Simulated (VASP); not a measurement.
# InP (I4mm) in VASP: notebook

Runs on InP. Level: PBE. Tasks: single point.

Everything below comes from runs of VASP 6.6.1. Logs are shortened: lines on timing, memory, paths and dates and some standing lists are left out, and cuts for length are marked.

### Step 1. The cell of the first run

It takes space group I4mm (No. 107, tetragonal). The conventional cell has a = 3.918 Å, b = 3.918 Å, c = 5.928 Å, α = 90.00°, β = 90.00°, γ = 90.00°. Within 3.7 Å of In (site symmetry 4mm) lie 6 P at 2.77 to 3.16 Å. P (site symmetry 4mm) has 6 In at 2.77 to 3.16 Å within 3.7 Å.

### Step 2. Single point, PBE (atoms displaced along a vibrational mode, the cell strained)

INCAR reads:

```
PREC     = Accurate       # precision mode
ENCUT    = 520            # plane-wave cutoff, eV
EDIFF    = 1E-6           # SCF threshold, eV
ISMEAR   = 0              # smearing method
SIGMA    = 0.15           # smearing width, eV
LREAL    = False          # projectors in reciprocal space
LASPH    = True           # aspherical terms in the spheres
NELM     = 80             # most SCF steps
ALGO     = Normal         # electronic algorithm
ISIF     = 2              # what is computed and relaxed
LWAVE    = False          # write WAVECAR
LCHARG   = False          # write CHGCAR
GGA      = PE             # functional
NBANDS   = 16             # bands
```

KPOINTS reads:

```
regular mesh
0
Gamma
  14 14 14
```

POSCAR reads:

```
InP
1.0
    0.0000000000      2.7701982124      2.7701982124
    2.9641120873      0.0000000000      2.7701982124
    2.9641120873      2.7701982124      0.0000000000
In P
1 1
Direct
   -0.0068507361      0.0068507361      0.0068507361
    0.5253952947      0.4746047053      0.4746047053
```

Potentials or basis: VASP PAW PBE potentials, release 64 (In_d, P).

Launch:

```console
cat potpaw_PBE.64/In_d/POTCAR potpaw_PBE.64/P/POTCAR > POTCAR
mpirun -np 1 vasp_std > vasp.out
```

OUTCAR:

```text
PREC = Accurate
   ENCUT = 520
   EDIFF = 1E-6
   ISMEAR = 0
   LREAL = False
   LASPH = True
   NELM = 80
   ISIF = 2
   GGA = PE

 ion  position               nearest neighbor table
   1  0.993  0.007  0.007-   2 2.77   2 2.78   2 2.78   2 2.78   2 2.78   2 3.16
   2  0.525  0.475  0.475-   1 2.77   1 2.78   1 2.78   1 2.78   1 2.78   1 3.16

  LATTYP: Found a body centered tetragonal cell.
 ALAT       =     3.9176518824
 C/A-ratio  =     1.5132085118

  Lattice vectors:

 A1 = (   2.9641120873,   0.0000000000,   2.7701982124)
 A2 = (   2.9641120873,   0.0000000000,  -2.7701982124)
 A3 = (  -2.9641120873,   2.7701982124,   0.0000000000)

Analysis of symmetry for initial positions (statically):
=====================================================================
 Subroutine PRICEL returns:
 Original cell was already a primitive cell.

 Routine SETGRP: Setting up the symmetry group for a
 body centered tetragonal supercell.

 Subroutine GETGRP returns: Found  8 space group operations
 (whereof  8 operations were pure point group operations)
 out of a pool of 16 trial point group operations.

The static configuration has the point symmetry C_4v.

Analysis of symmetry for dynamics (positions and initial velocities):
=====================================================================
 Subroutine PRICEL returns:
 Original cell was already a primitive cell.

 Routine SETGRP: Setting up the symmetry group for a
 body centered tetragonal supercell.

 Subroutine GETGRP returns: Found  8 space group operations
 (whereof  8 operations were pure point group operations)
 out of a pool of 16 trial point group operations.

The dynamic configuration has the point symmetry C_4v.

 Subroutine INISYM returns: Found  8 space group operations
 (whereof  8 operations are pure point group operations),
 and found     1 'primitive' translations

----------------------------------------------------------------------------------------

                                     Primitive cell

  volume of cell :      45.4932

  direct lattice vectors                    reciprocal lattice vectors
     0.000000000  2.770198212  2.770198212    -0.168684579  0.180492500  0.180492500
     2.964112087  0.000000000  2.770198212     0.168684579 -0.180492500  0.180492500
     2.964112087  2.770198212  0.000000000     0.168684579  0.180492500 -0.180492500

  length of vectors
     3.917651882  4.057087453  4.057087453     0.305956814  0.305956814  0.305956814

  position of ions in fractional coordinates (direct lattice)
     0.993149264  0.006850736  0.006850736
     0.525395295  0.474604705  0.474604705

  ion indices of the primitive-cell ions
   primitive index   ion index
                 1           1
                 2           2

----------------------------------------------------------------------------------------

 KPOINTS: regular mesh

Automatic generation of k-mesh.
 Grid dimensions read from file:
 generate k-points for:   14   14   14

 Generating k-lattice:

  Cartesian coordinates                     Fractional coordinates (reciprocal lattice)
    -0.012048899  0.012892321  0.012892321     0.071428571 -0.000000000 -0.000000000
     0.012048899 -0.012892321  0.012892321     0.000000000  0.071428571  0.000000000
     0.012048899  0.012892321 -0.012892321     0.000000000  0.000000000  0.071428571

  Length of vectors
     0.021854058  0.021854058  0.021854058

  Shift w.r.t. Gamma in fractional coordinates (k-lattice)
     0.000000000  0.000000000  0.000000000

 Subroutine IBZKPT returns following result:
 ===========================================

 Found    244 irreducible k-points:

 Following reciprocal coordinates:
            Coordinates               Weight
  0.000000  0.000000  0.000000      1.000000
  0.071429  0.000000  0.000000      8.000000
  0.142857  0.000000  0.000000      8.000000
  0.214286  0.000000  0.000000      8.000000
  0.285714  0.000000  0.000000      8.000000
  0.357143  0.000000  0.000000      8.000000
[... 16 lines left out ...]
  0.214286  0.142857  0.000000     16.000000
  0.285714  0.142857  0.000000     16.000000
 [... further k-points ...]
   k-points           NKPTS =    244   k-points in BZ     NKDIM =    244   number of bands    NBANDS=     16
   number of dos      NEDOS =    301   number of ions     NIONS =      2
   total plane-waves  NPLWV =  27000
   dimension x,y,z NGX =    30 NGY =   30 NGZ =   30
   dimension x,y,z NGXF=    60 NGYF=   60 NGZF=   60
   ions per type =               1   1
   NGX,Y,Z   is equivalent  to a cutoff of  12.73, 12.29, 12.29 a.u.
   NGXF,Y,Z  is equivalent  to a cutoff of  25.46, 24.59, 24.59 a.u.
 SYSTEM =  unknown system
   PREC   = accura    normal or accurate (medium, high low for compatibility)
   ISTART =      0    job   : 0-new  1-cont  2-samecut
   ICHARG =      2    charge: 1-file 2-atom 10-const
   ISPIN  =      1    spin polarized calculation?
   LNONCOLLINEAR =      F non collinear calculations
   LSORBIT =      F    spin-orbit coupling
   LASPH  =      T    aspherical Exc in radial PAW
   ENCUT  =  520.0 eV  38.22 Ry    6.18 a.u.   7.28  7.54  7.54*2*pi/ulx,y,z
   NELM   =     80;   NELMIN=  2; NELMDL= -5     # of ELM steps
   EDIFF  = 0.1E-05   stopping-criterion for ELM
   LREAL  =      F    real-space projection
   EDIFFG = 0.1E-04   stopping-criterion for IOM
   NSW    =      0    number of steps for IOM
   IBRION =     -1    ionic relax: 0-MD 1-quasi-New 2-CG
   NFREE  =      0    steps in history (QN), initial steepest desc. (CG)
   ISIF   =      2    stress and relaxation
   ISYM   =      2    0-nonsym 1-usesym 2-fastsym
   POTIM  = 0.5000    time-step for ionic-motion
   TEBEG  =    0.0;   TEEND  =   0.0 temperature during run
   PSTRESS=    0.0 pullay stress
   NELECT =      18.0000    total number of electrons
   NUPDOWN=      -1.0000    fix difference up-down
   EMIN   =  10.00;   EMAX   =-10.00  energy-range for DOS
   EFERMI =   0.00;   METHOD = LEGACY
   ISMEAR =     0;   SIGMA  =   0.15  broadening in eV -4-tet -1-fermi 0-gaus
   EFERMI_NEDOS =   21; number of points for ismear=-14 and -15
   IALGO  =     38    algorithm
   IMIX   =      4    mixing-type and parameters
     AMIX     =   0.40;   BMIX     =  1.00
     AMIX_MAG =   1.60;   BMIX_MAG =  1.00
  volume/ion in A,a.u.               =      22.75       153.50
  Fermi-wavevector in a.u.,A,eV,Ry     =   1.201850  2.271167 19.652842  1.444443
  Thomas-Fermi vector in A             =   2.337647
   LORBIT       =      0    0 simple, 1 ext, 2 COOP (PROOUT), +10 PAW based schemes
   GGA     = PE    functional components
   LHFCALC =     F    Hartree Fock is set to
   AEXX    =    0.0000 exact exchange contribution
   IVDW    =     0    specifies the selected vdW correction
   LEPSILON=     F    determine dielectric tensor
   LRPA    =     F    only Hartree local field effects (RPA)
 non-spin polarized calculation
 Gauss-broadening in eV      SIGMA  =   0.15
  energy-cutoff  :      520.00
  volume of cell :       45.49
 maximum number of plane-waves:      1244
 NGX is ok and might be reduce to    30
   NGX = 15   NGY = 15   NGZ = 15

 number of electron      18.0000007 magnetization

 Free energy of the ion-electron system (eV)
  ---------------------------------------------------
  ext. energy  EPLUGINS =         0.00000000
  ---------------------------------------------------
  free energy    TOTEN  =        -7.86594273 eV

  energy without entropy =       -7.85164910  energy(sigma->0) =       -7.85879591

 E-fermi :   6.1950     XC(G=0): -10.0672

 val. band max:        6.1941754803   @ k =   0.4286   0.1429   0.0714
 cond. band min:       6.1981181007   @ k =   0.3571   0.1429   0.0714
 fundamental gap:      0.0039426203
 Fermi energy:         6.1950147218

 k-point     1 :       0.0000    0.0000    0.0000
  band No.  band energies     occupation
      1      -7.9538      2.00000
      2      -7.9328      2.00000
      3      -7.9317      2.00000
      4      -7.9116      2.00000
      5      -7.9116      2.00000
      6      -5.3263      2.00000
[... 8 lines left out ...]
     15      15.1902      0.00000
     16      15.1903      0.00000

 k-point     2 :       0.0714    0.0000    0.0000
  band No.  band energies     occupation
      1      -7.9545      2.00000
      2      -7.9342      2.00000
      3      -7.9304      2.00000
      4      -7.9114      2.00000
      5      -7.9094      2.00000
      6      -5.2678      2.00000
[... 8 lines left out ...]
     15      14.6004      0.00000
     16      14.8631      0.00000

 k-point     3 :       0.1429    0.0000    0.0000
  band No.  band energies     occupation
      1      -7.9582      2.00000
      2      -7.9418      2.00000
      3      -7.9237      2.00000
      4      -7.9088      2.00000
      5      -7.9023      2.00000
      6      -5.0942      2.00000
[... 8 lines left out ...]
     15      14.2779      0.00000
     16      14.6057      0.00000

 k-point     4 :       0.2143    0.0000    0.0000
  band No.  band energies     occupation
      1      -7.9652      2.00000
      2      -7.9532      2.00000
      3      -7.9203      2.00000
      4      -7.8974      2.00000
      5      -7.8916      2.00000
      6      -4.8131      2.00000
[... 8 lines left out ...]
     15      14.6049      0.00000
     16      14.6965      0.00000

 k-point     5 :       0.2857    0.0000    0.0000
  band No.  band energies     occupation
      1      -7.9737      2.00000
      2      -7.9661      2.00000
      3      -7.9212      2.00000
      4      -7.8800      2.00000
      5      -7.8794      2.00000
      6      -4.4420      2.00000
[... 8 lines left out ...]
     15      15.2205      0.00000
     16      15.3383      0.00000

 k-point     6 :       0.3571    0.0000    0.0000
  band No.  band energies     occupation
      1      -7.9816      2.00000
      2      -7.9777      2.00000
      3      -7.9231      2.00000
      4      -7.8684      2.00000
      5      -7.8633      2.00000
      6      -4.0213      2.00000
[... 8 lines left out ...]
     15      15.9906      0.00000
     16      16.2463      0.00000
[... 267 lines left out ...]
 k-point    21 :      -0.0714    0.0714   -0.0000
  band No.  band energies     occupation
      1      -7.9586      2.00000
      2      -7.9369      2.00000
      3      -7.9294      2.00000
      4      -7.9098      2.00000
      5      -7.9043      2.00000
      6      -5.1724      2.00000
[... 8 lines left out ...]
     15      14.5462      0.00000
     16      15.4477      0.00000

 k-point    22 :       0.1429    0.1429    0.0000
  band No.  band energies     occupation
      1      -7.9623      2.00000
      2      -7.9396      2.00000
      3      -7.9210      2.00000
      4      -7.9112      2.00000
      5      -7.8991      2.00000
      6      -4.9980      2.00000
[... 8 lines left out ...]
     15      15.0798      0.00000
     16      16.1884      0.00000

 k-point    23 :       0.2143    0.1429    0.0000
  band No.  band energies     occupation
      1      -7.9798      2.00000
      2      -7.9391      2.00000
      3      -7.9236      2.00000
      4      -7.8985      2.00000
      5      -7.8912      2.00000
      6      -4.7749      2.00000
[... 8 lines left out ...]
     15      15.4502      0.00000
     16      16.3043      0.00000

 k-point    24 :       0.2857    0.1429    0.0000
  band No.  band energies     occupation
      1      -7.9985      2.00000
      2      -7.9448      2.00000
      3      -7.9241      2.00000
      4      -7.8869      2.00000
      5      -7.8770      2.00000
      6      -4.4495      2.00000
[... 8 lines left out ...]
     15      16.0213      0.00000
     16      16.4436      0.00000

 [... further k-points ...]

------------------------ aborting loop because EDIFF is reached ----------------------------------------

  FORCE on cell =-STRESS in cart. coord.  units (eV):
  Direction    XX          YY          ZZ          XY          YZ          ZX
  --------------------------------------------------------------------------------------
  -------------------------------------------------------------------------------------
  Total       -1.2893936     -0.7819410     -0.7819410      0.0000000      0.0000000     -0.0000000
  in kB      -45.4098189    -27.5383708    -27.5383708      0.0000000      0.0000000     -0.0000000
  external PRESSURE =     -33.4955202 kB  Pullay stress =       0.0000000 kB

 VOLUME and BASIS-vectors are now :
 -----------------------------------------------------------------------------
  energy-cutoff  :      520.00
  volume of cell :       45.49
      direct lattice vectors                 reciprocal lattice vectors
     0.000000000  2.770198212  2.770198212    -0.168684579  0.180492500  0.180492500
     2.964112087  0.000000000  2.770198212     0.168684579 -0.180492500  0.180492500
     2.964112087  2.770198212  0.000000000     0.168684579  0.180492500 -0.180492500

 POSITION                                       TOTAL-FORCE (eV/Angst)
 -----------------------------------------------------------------------------------
      0.04061      2.77020      2.77020         0.109811      0.000000      0.000000
      2.81356      2.77020      2.77020        -0.109811      0.000000      0.000000
 -----------------------------------------------------------------------------------
    total drift:                                0.000430      0.000000      0.000000

  FREE ENERGIE OF THE ION-ELECTRON SYSTEM (eV)
  ---------------------------------------------------
  free  energy   TOTEN  =        -7.8659427298 eV

  energy  without entropy=       -7.8516490951  energy(sigma->0) =       -7.85879591
```

It took 89 s on 1 thread of Intel Xeon Platinum 8488C (Sapphire Rapids), shared host; peak memory 0.3 GiB.

Results:

- Free energy: -7.8659 eV
- Pressure: -3.3 GPa
- Largest force: 0.110 eV/Å
- Band gap on the k mesh: zero (bands 9 and 10 overlap by 2.29 eV)

Forces in eV/Å, atoms in the order of the input:
```
In   0.110  0.000  0.000
P   -0.110  0.000  0.000
```

Stress tensor (GPa, compression positive):
```
-4.54  0.00  0.00
 0.00 -2.75  0.00
 0.00  0.00 -2.75
```

Caveat: the cell differs from its parent crystal (atoms displaced along a vibrational mode, the cell strained); the cell stands under tension; spin-orbit coupling is left out, which moves the levels of the heavy elements.

### Step 3. Single point, PBE (atoms displaced along a vibrational mode, the cell strained)

INCAR reads:

```
SYSTEM = InP
PREC = Accurate
ENCUT = 520
EDIFF = 1E-6
ISMEAR = 0
SIGMA = 0.15
LREAL = .FALSE.
LASPH = .TRUE.
NELM = 100
ALGO = Normal
ISIF = 2
LWAVE = .FALSE.
LCHARG = .TRUE.
GGA = PE
LELF = .TRUE.
LVHAR = .TRUE.
NBANDS = 16
```

KPOINTS reads:

```
Automatic mesh
0
G
  14 14 14
  0 0 0
```

POSCAR reads:

```
InP
1.0
    0.0000000000      2.7701982124      2.7701982124
    2.9641120873      0.0000000000      2.7701982124
    2.9641120873      2.7701982124      0.0000000000
In P
1 1
Direct
   -0.0205473392      0.0205473392      0.0205473392
    0.5761678349      0.4238321651      0.4238321651
```

Potentials or basis: VASP PAW PBE potentials, release 64 (In_d, P).

Launch:

```console
cat potpaw_PBE.64/In_d/POTCAR potpaw_PBE.64/P/POTCAR > POTCAR
mpirun -np 1 vasp_std > vasp.out
```

Run time: 83 s. Hardware: 1 thread of Intel Xeon Platinum 8488C (Sapphire Rapids), shared host; peak memory 0.3 GiB.

Results (log left out):

```yaml
Free_energy: -7.7169 eV
Pressure: 1.4 GPa
Largest_force: 1.562 eV/Å
Band_gap_on_the_k_mesh: zero (bands 9 and 10 overlap by 1.77 eV)
```

Forces in eV/Å, atoms in the order of the input:
```
In  -1.562  0.000  0.000
P    1.562  0.000  0.000
```

Stress tensor (GPa, compression positive):
```
14.11  0.00  0.00
 0.00 -4.97  0.00
 0.00  0.00 -4.97
```

Levels at points of the mesh, in eV from the Fermi level:
| k point | band 5 | band 6 | band 7 | band 8 | band 9 | band 10 | band 11 | band 12 | band 13 | band 14 |
| --- | --- | --- | --- | --- | --- | --- | --- | --- | --- | --- |
| (0.00, 0.00, 0.00) | -14.15 | -11.63 | -0.20 | -0.04 | -0.04 | 0.19 | 5.85 | 5.85 | 6.77 | 6.85 |
| (0.50, 0.00, 0.00) | -14.10 | -9.73 | -6.18 | -0.74 | 0.17 | 2.40 | 3.96 | 4.36 | 4.86 | 10.05 |
| (0.50, 0.50, 0.00) | -14.05 | -8.84 | -4.47 | -2.99 | -2.10 | -1.37 | 3.04 | 9.38 | 9.70 | 10.80 |
| (0.00, 0.50, 0.50) | -14.09 | -9.02 | -5.59 | -1.89 | -1.89 | -1.07 | 4.21 | 9.67 | 9.75 | 9.75 |

Caveat: the cell differs from its parent crystal (atoms displaced along a vibrational mode, the cell strained); spin-orbit coupling is left out, which moves the levels of the heavy elements; forces of over 1 eV/Å act on the atoms, so gaps and moduli don't describe the material at rest.

(Part 1 of 2 ends here.)
